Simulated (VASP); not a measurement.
# Br (I4/mmm) in VASP: notebook

The runs below take Br through single point, with PBE+D3(BJ).

All numbers are computed with VASP 6.6.1; they aren't measurements. Logs are shortened: lines on timing, memory, paths and dates and some standing lists are left out, and cuts for length are marked.

## 1. The cell of the first run

Symmetry: I4/mmm, No. 139, tetragonal system. Conventional cell: a = 2.701 Å, b = 2.701 Å, c = 6.083 Å, α = 90.00°, β = 90.00°, γ = 90.00°. Br (site symmetry 4/mmm) has 12 Br at 2.70 to 3.59 Å within 3.6 Å.

## 2. Single point, PBE+D3(BJ)

Input file INCAR:

```
SYSTEM = Br
PREC = Accurate
ENCUT = 520
EDIFF = 1E-6
ISMEAR = 0
SIGMA = 0.15
LREAL = .FALSE.
LASPH = .TRUE.
NELM = 60
ALGO = Normal
ISIF = 2
LWAVE = .FALSE.
LCHARG = .TRUE.
GGA = PE
IVDW = 12
LELF = .TRUE.
LVHAR = .TRUE.
NBANDS = 10
```

Input file KPOINTS:

```
regular mesh
0
G
  22 22 22
  0 0 0
```

Input file POSCAR:

```
Br
1.0
   -1.3505500000      1.3505500000      3.0415500000
    1.3505500000     -1.3505500000      3.0415500000
    1.3505500000      1.3505500000     -3.0415500000
Br
1
Direct
    0.0000000000      0.0000000000      0.0000000000
```

Potentials or basis: VASP PAW PBE potentials, release 64 (Br).

Run with:

```console
> cat potpaw_PBE.64/Br/POTCAR > POTCAR
> mpirun -np 1 vasp_std > vasp.out
```

OUTCAR:

```text
SYSTEM = Br
   PREC = Accurate
   ENCUT = 520
   EDIFF = 1E-6
   ISMEAR = 0
   LREAL = .FALSE.
   LASPH = .TRUE.
   NELM = 60
   ISIF = 2
   GGA = PE
   IVDW = 12
 IVDW          = 12

 ion  position               nearest neighbor table
   1  0.000  0.000  0.000-

  LATTYP: Found a body centered tetragonal cell.
 ALAT       =     2.7011000000
 C/A-ratio  =     2.2520824849

  Lattice vectors:

 A1 = (  -1.3505500000,   1.3505500000,   3.0415500000)
 A2 = (   1.3505500000,  -1.3505500000,   3.0415500000)
 A3 = (   1.3505500000,   1.3505500000,  -3.0415500000)

Analysis of symmetry for initial positions (statically):
=====================================================================
 Subroutine PRICEL returns:
 Original cell was already a primitive cell.

 Routine SETGRP: Setting up the symmetry group for a
 body centered tetragonal supercell.

 Subroutine GETGRP returns: Found 16 space group operations
 (whereof 16 operations were pure point group operations)
 out of a pool of 16 trial point group operations.

The static configuration has the point symmetry D_4h.

Analysis of symmetry for dynamics (positions and initial velocities):
=====================================================================
 Subroutine PRICEL returns:
 Original cell was already a primitive cell.

 Routine SETGRP: Setting up the symmetry group for a
 body centered tetragonal supercell.

 Subroutine GETGRP returns: Found 16 space group operations
 (whereof 16 operations were pure point group operations)
 out of a pool of 16 trial point group operations.

The dynamic configuration has the point symmetry D_4h.

 Subroutine INISYM returns: Found 16 space group operations
 (whereof 16 operations are pure point group operations),
 and found     1 'primitive' translations

----------------------------------------------------------------------------------------

                                     Primitive cell

  volume of cell :      22.1910

  direct lattice vectors                    reciprocal lattice vectors
    -1.350550000  1.350550000  3.041550000     0.000000000  0.370219540  0.164389867
     1.350550000 -1.350550000  3.041550000     0.370219540  0.000000000  0.164389867
     1.350550000  1.350550000 -3.041550000     0.370219540  0.370219540  0.000000000

  length of vectors
     3.591517368  3.591517368  3.591517368     0.405075964  0.405075964  0.523569495

  position of ions in fractional coordinates (direct lattice)
     0.000000000  0.000000000  0.000000000

  ion indices of the primitive-cell ions
   primitive index   ion index
                 1           1

----------------------------------------------------------------------------------------

 KPOINTS: regular mesh

Automatic generation of k-mesh.
 Grid dimensions read from file:
 generate k-points for:   22   22   22

 Generating k-lattice:

  Cartesian coordinates                     Fractional coordinates (reciprocal lattice)
     0.000000000  0.016828161  0.007472267     0.045454545  0.000000000  0.000000000
     0.016828161  0.000000000  0.007472267     0.000000000  0.045454545  0.000000000
     0.016828161  0.016828161  0.000000000     0.000000000  0.000000000  0.045454545

  Length of vectors
     0.018412544  0.018412544  0.023798613

  Shift w.r.t. Gamma in fractional coordinates (k-lattice)
     0.000000000  0.000000000  0.000000000

 Subroutine IBZKPT returns following result:
 ===========================================

 Found    834 irreducible k-points:

 Following reciprocal coordinates:
            Coordinates               Weight
  0.000000  0.000000  0.000000      1.000000
  0.045455  0.000000 -0.000000      8.000000
  0.090909  0.000000 -0.000000      8.000000
  0.136364  0.000000  0.000000      8.000000
  0.181818  0.000000 -0.000000      8.000000
  0.227273 -0.000000  0.000000      8.000000
[... 16 lines left out ...]
  0.500000  0.045455 -0.000000     16.000000
 -0.454545  0.045455  0.000000     16.000000
 [... further k-points ...]
   k-points           NKPTS =    834   k-points in BZ     NKDIM =    834   number of bands    NBANDS=     10
   number of dos      NEDOS =    301   number of ions     NIONS =      1
   total plane-waves  NPLWV =  21952
   dimension x,y,z NGX =    28 NGY =   28 NGZ =   28
   dimension x,y,z NGXF=    56 NGYF=   56 NGZF=   56
   ions per type =               1
   NGX,Y,Z   is equivalent  to a cutoff of  12.96, 12.96, 12.96 a.u.
   NGXF,Y,Z  is equivalent  to a cutoff of  25.92, 25.92, 25.92 a.u.
 SYSTEM =  Br
   PREC   = accura    normal or accurate (medium, high low for compatibility)
   ISTART =      0    job   : 0-new  1-cont  2-samecut
   ICHARG =      2    charge: 1-file 2-atom 10-const
   ISPIN  =      1    spin polarized calculation?
   LNONCOLLINEAR =      F non collinear calculations
   LSORBIT =      F    spin-orbit coupling
   LASPH  =      T    aspherical Exc in radial PAW
   ENCUT  =  520.0 eV  38.22 Ry    6.18 a.u.   6.68  6.68  6.68*2*pi/ulx,y,z
   NELM   =     60;   NELMIN=  2; NELMDL= -5     # of ELM steps
   EDIFF  = 0.1E-05   stopping-criterion for ELM
   LREAL  =      F    real-space projection
   EDIFFG = 0.1E-04   stopping-criterion for IOM
   NSW    =      0    number of steps for IOM
   IBRION =     -1    ionic relax: 0-MD 1-quasi-New 2-CG
   NFREE  =      0    steps in history (QN), initial steepest desc. (CG)
   ISIF   =      2    stress and relaxation
   ISYM   =      2    0-nonsym 1-usesym 2-fastsym
   POTIM  = 0.5000    time-step for ionic-motion
   TEBEG  =    0.0;   TEEND  =   0.0 temperature during run
   PSTRESS=    0.0 pullay stress
   NELECT =       7.0000    total number of electrons
   NUPDOWN=      -1.0000    fix difference up-down
   EMIN   =  10.00;   EMAX   =-10.00  energy-range for DOS
   EFERMI =   0.00;   METHOD = LEGACY
   ISMEAR =     0;   SIGMA  =   0.15  broadening in eV -4-tet -1-fermi 0-gaus
   EFERMI_NEDOS =   21; number of points for ismear=-14 and -15
   IALGO  =     38    algorithm
   IMIX   =      4    mixing-type and parameters
     AMIX     =   0.40;   BMIX     =  1.00
     AMIX_MAG =   1.60;   BMIX_MAG =  1.00
  volume/ion in A,a.u.               =      22.19       149.75
  Fermi-wavevector in a.u.,A,eV,Ry     =   1.114420  2.105948 16.897498  1.241931
  Thomas-Fermi vector in A             =   2.251014
   LORBIT       =      0    0 simple, 1 ext, 2 COOP (PROOUT), +10 PAW based schemes
   GGA     = PE    functional components
   LHFCALC =     F    Hartree Fock is set to
   AEXX    =    0.0000 exact exchange contribution
   IVDW    =    12    specifies the selected vdW correction
   LEPSILON=     F    determine dielectric tensor
   LRPA    =     F    only Hartree local field effects (RPA)
 non-spin polarized calculation
 Gauss-broadening in eV      SIGMA  =   0.15
  energy-cutoff  :      520.00
  volume of cell :       22.19
 maximum number of plane-waves:       611
   NGX = 13   NGY = 13   NGZ = 13

 number of electron       7.0000000 magnetization

 Free energy of the ion-electron system (eV)
  ---------------------------------------------------
  ext. energy  EPLUGINS =         0.00000000
  ---------------------------------------------------
  free energy    TOTEN  =        -1.21351148 eV

  energy without entropy =       -1.20994806  energy(sigma->0) =       -1.21172977

 E-fermi :   4.3183     XC(G=0):  -9.9935

 val. band max:        4.3147319722   @ k =  -0.3636  -0.4091   0.2727
 cond. band min:       4.3222046213   @ k =  -0.2727   0.1364   0.0000
 fundamental gap:      0.0074726490
 Fermi energy:         4.3182736473

 k-point     1 :       0.0000    0.0000    0.0000
  band No.  band energies     occupation
      1     -13.4982      2.00000
      2       2.3074      2.00000
      3       5.6675      0.00000
      4       5.6675      0.00000
      5      10.4561      0.00000
      6      14.0445      0.00000
      7      15.5506      0.00000
      8      19.9459      0.00000
      9      19.9459      0.00000
     10      21.2768      0.00000

 k-point     2 :       0.0455    0.0000   -0.0000
  band No.  band energies     occupation
      1     -13.4627      2.00000
      2       2.2871      2.00000
      3       5.3685      0.00000
      4       5.6855      0.00000
      5      10.5611      0.00000
      6      14.2296      0.00000
      7      15.7253      0.00000
      8      19.0349      0.00000
      9      19.9988      0.00000
     10      21.7771      0.00000

 k-point     3 :       0.0909    0.0000   -0.0000
  band No.  band energies     occupation
      1     -13.3570      2.00000
      2       2.2277      2.00000
      3       4.5987      0.00819
      4       5.7385      0.00000
      5      10.8425      0.00000
      6      14.5732      0.00000
      7      16.3363      0.00000
      8      17.7423      0.00000
      9      20.1558      0.00000
     10      22.1788      0.00000

 k-point     4 :       0.1364    0.0000    0.0000
  band No.  band energies     occupation
      1     -13.1838      2.00000
      2       2.1262      2.00000
      3       3.5914      2.00000
      4       5.8241      0.00000
      5      11.2345      0.00000
      6      14.8405      0.00000
      7      16.4045      0.00000
      8      17.6044      0.00000
      9      20.4115      0.00000
     10      22.5690      0.00000
[... 222 lines left out ...]
 k-point    22 :       0.4545    0.0455   -0.0000
  band No.  band energies     occupation
      1     -11.0395      2.00000
      2      -2.9115      2.00000
      3       1.8964      2.00000
      4       6.4306      0.00000
      5      10.0901      0.00000
      6      16.8461      0.00000
      7      18.3606      0.00000
      8      19.8973      0.00000
      9      22.5409      0.00000
     10      22.9171      0.00000

 k-point    23 :       0.5000    0.0455   -0.0000
  band No.  band energies     occupation
      1     -10.9744      2.00000
      2      -3.0462      2.00000
      3       1.9461      2.00000
      4       6.4647      0.00000
      5       9.9931      0.00000
      6      16.9690      0.00000
      7      18.2357      0.00000
      8      19.8925      0.00000
      9      22.4679      0.00000
     10      22.8292      0.00000

 k-point    24 :      -0.4545    0.0455    0.0000
  band No.  band energies     occupation
      1     -11.0674      2.00000
      2      -2.8723      2.00000
      3       1.9999      2.00000
      4       6.4455      0.00000
      5      10.0648      0.00000
      6      16.9259      0.00000
      7      18.0479      0.00000
      8      19.2601      0.00000
      9      22.5682      0.00000
     10      23.4065      0.00000

 [... further k-points ...]

------------------------ aborting loop because EDIFF is reached ----------------------------------------

 Edisp (eV)   -0.33357

 E8    (eV) :    -0.1325

  FORCE on cell =-STRESS in cart. coord.  units (eV):
  Direction    XX          YY          ZZ          XY          YZ          ZX
  --------------------------------------------------------------------------------------
  -------------------------------------------------------------------------------------
  Total       1.81667     1.81667     1.01990     0.00000     0.00000     0.00000
  in kB     131.16305   131.16305    73.63628     0.00000     0.00000     0.00000
  external pressure =      111.99 kB  Pullay stress =        0.00 kB

 VOLUME and BASIS-vectors are now :
 -----------------------------------------------------------------------------
  energy-cutoff  :      520.00
  volume of cell :       22.19
      direct lattice vectors                 reciprocal lattice vectors
    -1.350550000  1.350550000  3.041550000     0.000000000  0.370219540  0.164389867
     1.350550000 -1.350550000  3.041550000     0.370219540  0.000000000  0.164389867
     1.350550000  1.350550000 -3.041550000     0.370219540  0.370219540  0.000000000

 POSITION                                       TOTAL-FORCE (eV/Angst)
 -----------------------------------------------------------------------------------
      0.00000      0.00000      0.00000         0.000000     -0.000000      0.000000
 -----------------------------------------------------------------------------------
    total drift:                               -0.000000      0.000000      0.000000

  FREE ENERGIE OF THE ION-ELECTRON SYSTEM (eV)
  ---------------------------------------------------
  free  energy   TOTEN  =        -1.5470841591 eV

  energy  without entropy=       -1.5435207384  energy(sigma->0) =       -1.54530245
```

It took 2.7 min on 1 thread of Intel Xeon Platinum 8259CL at 2.50GHz (Skylake/Cascade Lake), shared host; peak memory 0.31 GiB.

What came out:

- Free energy: -1.5471 eV
- Pressure: 11.2 GPa
- Band gap on the k mesh: zero (an odd number of electrons rules out a gap without spin polarisation)
- Dispersion energy per atom: -0.334 eV

Caveat: the cell stands under pressure; an odd number of electrons without spin polarisation forces a metal; a magnetic or distorted state may lie lower.

[end of part 1 of 2]
